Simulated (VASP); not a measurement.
Here is a VASP 6.6.1 calculation.

Contents of INCAR:

```
SYSTEM = TaN
  PREC = Accurate
  ENCUT = 520
  EDIFF = 1E-7
  ISMEAR = 1
  SIGMA = 0.05
  LREAL = .False.
  LASPH = .True.
  NELM = 100
  ALGO = Normal
  ISIF = 2
  LWAVE = .False.
  LCHARG = .True.
  GGA = PE
  LELF = .True.
  LVHAR = .True.
  NBANDS = 15
```

The input KPOINTS:

```
Automatic mesh
0
Gamma
  11 11 11
  0 0 0
```

POSCAR

```
TaN
1.0
    0.0000000000      2.1495504440      2.1495504440
    2.1495504440      0.0000000000      2.1495504440
    2.1495504440      2.1495504440      0.0000000000
Ta N
1 1
Direct
    0.5000000000      0.5000000000      0.5000000000
    0.0000000000      0.0000000000      0.0000000000
```

Potentials or basis: VASP PAW PBE potentials, release 64 (Ta_pv, N).

The run is started by

```console
$ cat potpaw_PBE.64/Ta_pv/POTCAR potpaw_PBE.64/N/POTCAR > POTCAR
$ mpirun -np 1 vasp_std > vasp.out
```

Task: Predict the band gap on the k mesh.

Result: Zero (band 8 reaches 12.19 eV, above the bottom of band 9 at 8.03 eV).

Task: What does it give for the pressure?

Result: 33.3 GPa.

Caveat: spin-orbit coupling is left out, which moves the levels of the heavy elements.
